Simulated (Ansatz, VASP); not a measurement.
Sb: VASP beside Ansatz

File INCAR:

```
PREC     = Accurate       # precision mode
ENCUT    = 520            # plane-wave cutoff, eV
EDIFF    = 1E-7           # SCF threshold, eV
ISMEAR   = 0              # smearing method
SIGMA    = 0.05           # smearing width, eV
LREAL    = False          # projectors in reciprocal space
LASPH    = True           # aspherical terms in the spheres
NELM     = 100            # most SCF steps
ALGO     = Normal         # electronic algorithm
ISIF     = 2              # what is computed and relaxed
LWAVE    = False          # write WAVECAR
LCHARG   = True           # write CHGCAR
LDIPOL   = True         
IDIPOL   = 3            
DIPOL    = 0.5 0.5 0.388
GGA      = PE             # functional
IVDW     = 12             # dispersion correction
LELF     = True           # ELF
LVHAR    = True         
LVACPOTAV= True         
NBANDS   = 18             # bands
```

Contents of KPOINTS:

```
regular mesh
0
Gamma
  9 9 1
```

POSCAR

```
Sb
1.0
    4.0686848921      0.0000000000      0.0000000000
   -2.0343424461      3.5235844766      0.0000000000
    0.0000000000      0.0000000000     20.8000277116
Sb
4
Direct
    0.3333333333      0.6666666667      0.2956733491
    0.6666666667      0.3333333333      0.2163458656
    0.0000000000      1.4444444444      0.5600967399
    0.3333333333      1.1111111111      0.4807692564
```

Input for Ansatz:

```yaml
crystal:
  lattice:
    - [4.0686848921, 0.0, 0.0]
    - [-2.0343424461, 3.5235844766, 0.0]
    - [0.0, 0.0, 20.8000277116]
  atoms:
    - { symbol: Sb, position: [0.3333333333, 0.6666666667, 0.2956733491] }
    - { symbol: Sb, position: [0.6666666667, 0.3333333333, 0.2163458656] }
    - { symbol: Sb, position: [0.0, 1.4444444444, 0.5600967399] }
    - { symbol: Sb, position: [0.3333333333, 1.1111111111, 0.4807692564] }
basis:
  ecutwfc: 420
kpoints:
  mp_grid: { grid: [9, 9, 1] }
hamiltonian:
  xc: pbe
  dispersion: d3bj
scf:
  occupations: { method: gaussian, width: 0.05 }
output:
  forces: true
  eigenvalues: true
efield:
  axis: 3
  dipole_correction: true
  ramp_width: 0.04
```

Alike in both runs: task single point; functional PBE; dispersion D3(BJ); k mesh 9 × 9 × 1; occupations gaussian, width 0.05 eV; no spin polarisation.

|  | VASP | Ansatz |
| --- | --- | --- |
| version | VASP 6.6.1 | Ansatz 0.2.0 |
| potentials or method | VASP PAW PBE potentials, release 64 (Sb), cutoff 520 eV | scalar-relativistic, plane waves, PAW |
| valence electrons in the cell | 20 | 60 |

Ansatz gave:

```
gap on the k mesh at the Fermi level (eV) : 0.86
least direct gap on the mesh (eV)         : 1.49
rms of the force components (eV/Å)        : 0.041
```

Question: What did VASP give for the same quantities?

Answer: gap on the k mesh at the Fermi level (eV): 0.87; least direct gap on the mesh (eV): 1.45; rms of the force components (eV/Å): 0.079.

Atom by atom the forces differ by 0.049 eV/Å (rms over components). VASP's potentials hold 20 valence electrons a cell and Ansatz's 60, so a difference there can come from the potentials and not from the codes.

Spin-orbit coupling is off throughout.
